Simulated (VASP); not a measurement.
## Mo: single point with RPBE

The system is Mo.

```
Mo
1.0
     2.61761    0.00000    0.00000
     0.00000    2.61761    0.00000
     0.00000    0.00000    2.61761
Mo
1
Direct
  0.00000 0.00000 0.00000
```

```json
{
 "Program": "VASP 6.6.1",
 "Task": "single point",
 "Functional": "RPBE",
 "Potentials or basis": "VASP PAW PBE potentials, release 64 (Mo_sv)",
 "Cutoff": "520 eV",
 "k mesh": "20 × 20 × 20",
 "Occupations": "fermi-dirac, width 0.1 eV",
 "Spin": "no spin polarisation",
 "Dipole correction": "no",
 "Further INCAR settings": "ALGO = Normal; EDIFF = 1e-07; NBANDS = 13"
}
```

The pressure is 0.2 GPa and the band gap on the k mesh is zero (band 7 reaches 11.99 eV, above the bottom of band 8 at 9.41 eV).

Levels at points of the mesh, in eV from the Fermi level:
| k point | band 4 | band 5 | band 6 | band 7 | band 8 | band 9 | band 10 | band 11 |
| --- | --- | --- | --- | --- | --- | --- | --- | --- |
| (0.00, 0.00, 0.00) | -34.40 | -6.35 | -4.02 | -4.02 | 3.75 | 3.75 | 3.75 | 15.37 |
| (0.50, 0.00, 0.00) | -34.27 | -3.39 | -3.16 | 0.11 | 0.67 | 0.67 | 4.07 | 8.92 |
| (0.50, 0.50, 0.00) | -34.15 | -5.11 | -2.18 | 1.30 | 1.30 | 5.70 | 5.70 | 5.89 |
| (0.50, 0.50, 0.50) | -35.41 | -3.57 | -3.57 | -3.57 | 6.10 | 6.10 | 7.78 | 12.57 |

Wall time 24 s on 1 thread of Intel(R) Xeon(R) 6975P-C (Granite Rapids) (shared host), peak memory 0.16 GiB.

Caveat: the PAW data sets were made with another functional, which shifts forces and pressure a little.
